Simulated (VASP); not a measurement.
Here is a VASP 6.6.1 calculation.

The input INCAR:

```
SYSTEM = Sn2TeS
ALGO = Normal
EDIFF = 1E-6
ENCUT = 520
GGA = PE
ISIF = 2
ISMEAR = -1
LASPH = .True.
LCHARG = .False.
LREAL = .False.
LWAVE = .False.
NBANDS = 28
NELM = 100
PREC = Accurate
SIGMA = 0.02
```

Contents of KPOINTS:

```
k-points
0
Gamma
  6 6 4
  0 0 0
```

The input POSCAR:

```
Sn2TeS
1.0
    4.3386858798      0.0000000000      0.0000000000
    0.0000000000      4.3218307399      0.0000000000
    0.0000000000      0.0000000000      6.1499981106
S Sn Te
1 2 1
Direct
    0.0000000000      0.0000000000      0.0000000000
    0.0000000000      0.0000000000      0.5000000000
    0.5000000000      0.5000000000      0.0000000000
    0.5000000000      0.5000000000      0.5000000000
```

Potentials or basis: VASP PAW PBE potentials, release 64 (S, Sn_d, Te).

Launch:

```sh
$ cat potpaw_PBE.64/S/POTCAR potpaw_PBE.64/Sn_d/POTCAR potpaw_PBE.64/Te/POTCAR > POTCAR
$ mpirun -np 1 vasp_std > vasp.out
```

Problem. What does it give for the pressure?

Solution. 0.7 GPa.

Problem. What does it give for the band gap on the k mesh?

Solution. 0.07 eV (least direct gap 0.25 eV).

Stress tensor (GPa, compression positive):
```
0.50 0.00 0.00
0.00 0.64 0.00
0.00 0.00 0.84
```

Caveat: the cell differs from its parent crystal (uniaxial x strain +0.4%); spin-orbit coupling is left out, which moves the levels of the heavy elements. A k mesh can miss the band edges.
